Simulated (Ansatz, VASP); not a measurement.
## One calculation of BN, two programs

```
B N
1.0
     2.50093    0.00000    0.00000
    -1.25047    2.16587    0.00000
     0.00000    0.00000    6.87406
B N
2 2
Direct
  0.33333 0.66667 0.25000
  0.66667 0.33333 0.75000
  0.33333 0.66667 0.75000
  0.66667 0.33333 0.25000
```

Alike in both runs: task relaxation of cell and atoms; functional r2SCAN; k mesh 12 × 12 × 4; occupations gaussian, width 0.02 eV; no spin polarisation.

```csv
,VASP,Ansatz
version,VASP 6.6.1,Ansatz 0.2.0
potentials or method,"VASP PAW PBE potentials, release 64 (B, N), cutoff 600 eV","scalar-relativistic, plane waves, PAW"
valence electrons in the cell,16,16
```

```tsv
	VASP	Ansatz	Ansatz less VASP
gap on the k mesh at the Fermi level, each at its own relaxed structure (eV)	4.92	4.89	-0.035
relaxed volume (Å³/atom)	9.32	9.31	-0.011
relaxed cell length with the largest relative difference (Å)	2.503	2.501	-0.0016
```

VASP's potentials were made for PBE, not for r2SCAN.
